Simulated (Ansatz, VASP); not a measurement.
# One calculation of LiF, two programs

The input POSCAR:

```
LiF
1.0
    0.0000000000      2.1446105480      2.1446105480
    2.1446105480      0.0000000000      2.1446105480
    2.1446105480      2.1446105480      0.0000000000
Li F
1 1
Direct
    0.0000000000      0.0000000000      0.0000000000
    0.2500000000      0.2500000000      0.2500000000
```

The input INCAR.step1:

```
PREC = Accurate ; ENCUT = 520
EDIFF = 1E-5 ; ISMEAR = 0
SIGMA = 0.01 ; LREAL = F
LASPH = T ; NELM = 100
ALGO = Normal ; ISIF = 2
LWAVE = T ; LCHARG = F
NBANDS = 12 ; GGA = PE
```

The input INCAR.step2:

```
PREC = Accurate ; ENCUT = 520
EDIFF = 1E-7 ; ISMEAR = 0
SIGMA = 0.01 ; LREAL = F
LASPH = T ; NELM = 100
ALGO = Normal ; ISIF = 2
LWAVE = F ; LCHARG = F
GGA = PE ; LHFCALC = T
AEXX = 0.5 ; HFSCREEN = 0.5
PRECFOCK = Normal ; NBANDS = 12
ISTART = 1
```

Contents of KPOINTS:

```
regular mesh
0
Gamma
  4 4 4
```

Input for Ansatz:

```yaml
crystal:
  lattice:
    - [0.0, 2.144610548, 2.144610548]
    - [2.144610548, 0.0, 2.144610548]
    - [2.144610548, 2.144610548, 0.0]
  atoms:
    - { symbol: Li, position: [0.0, 0.0, 0.0] }
    - { symbol: F, position: [0.25, 0.25, 0.25] }
kpoints:
  mp_grid: { grid: [4, 4, 4] }
hamiltonian:
  xc: { exchange: pbe, correlation: pbe, exx: { coeff: 0.5, omega: 0.5 } }
scf:
  occupations: { method: fixed }
  n_extra_bands: 4
output:
  forces: true
  stress: true
  eigenvalues: true
```

Alike in both runs: task single point; functional PBE-based screened hybrid with a share of 0.5 of exact exchange and HFSCREEN = 0.5; k mesh 4 × 4 × 4; no spin polarisation.

|  | VASP | Ansatz |
| --- | --- | --- |
| version | VASP 6.6.1 | Ansatz 0.2.0 |
| potentials or method | VASP PAW PBE potentials, release 64 (Li_sv, F) | plane waves |
| plane-wave cutoff (eV) | 520 | 420 |
| occupations | gaussian, width 0.01 eV | fixed |
| valence electrons in the cell | 10 | 10 |

|  | VASP | Ansatz | Ansatz less VASP |
| --- | --- | --- | --- |
| gap on the k mesh at the Fermi level (eV) | 10.75 | 10.79 | +0.040 |

VASP's potentials were made for PBE, not for PBE-based screened hybrid. Ansatz's warnings: stress exchange threshold loose, stress scf threshold loose.

The k mesh is coarse, so the values compare programs but aren't converged. Noted on VASP's run: the cutoff is under 1.25 times that of the potentials, so the pressure is a little rough.
